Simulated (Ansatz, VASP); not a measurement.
**Two plane-wave programs on TaPb**

```
Ta Pb
1.0
     5.23230    0.12887    0.21817
    -1.25462    6.39595   -0.56493
    -1.19296   -3.07865    5.71718
Ta Pb
4 4
Direct
  0.74021 0.46406 0.44987
  0.75955 0.02554 0.53666
  0.74420 0.60411 0.10921
  0.75626 0.87799 0.88300
  0.28216 0.38849 0.64222
  0.23557 0.87579 0.62615
  0.18171 0.36365 0.11099
  0.30033 0.90036 0.14189
```

Change from the starting cell: the structure that the rattled cell fell into.

Alike in both runs: functional PBE; k mesh 4 × 4 × 4; occupations gaussian, width 0.1 eV; no spin polarisation.

Ansatz relaxed the structure, and its values are those at the end. VASP's run is a single point on that final structure, the one shown.

|  | VASP | Ansatz |
| --- | --- | --- |
| version | VASP 6.6.1 | Ansatz 0.2.0 |
| potentials or method | VASP PAW PBE potentials, release 64 (Ta_pv, Pb_d), cutoff 520 eV | scalar-relativistic, plane waves, PAW |
| valence electrons in the cell | 100 | 108 |

```tsv
	VASP	Ansatz	Ansatz less VASP
gap on the k mesh at the Fermi level (eV)	none	none	-
pressure (GPa)	-0.1	-0.1	+0.02
rms of the force components (eV/Å)	0.011	0.009	-0.0019
```

A gap of «none» marks a metal or a gap that the smearing closes. VASP's potentials hold 100 valence electrons a cell and Ansatz's 108, so a difference there can come from the potentials and not from the codes.

Spin-orbit coupling is off throughout.
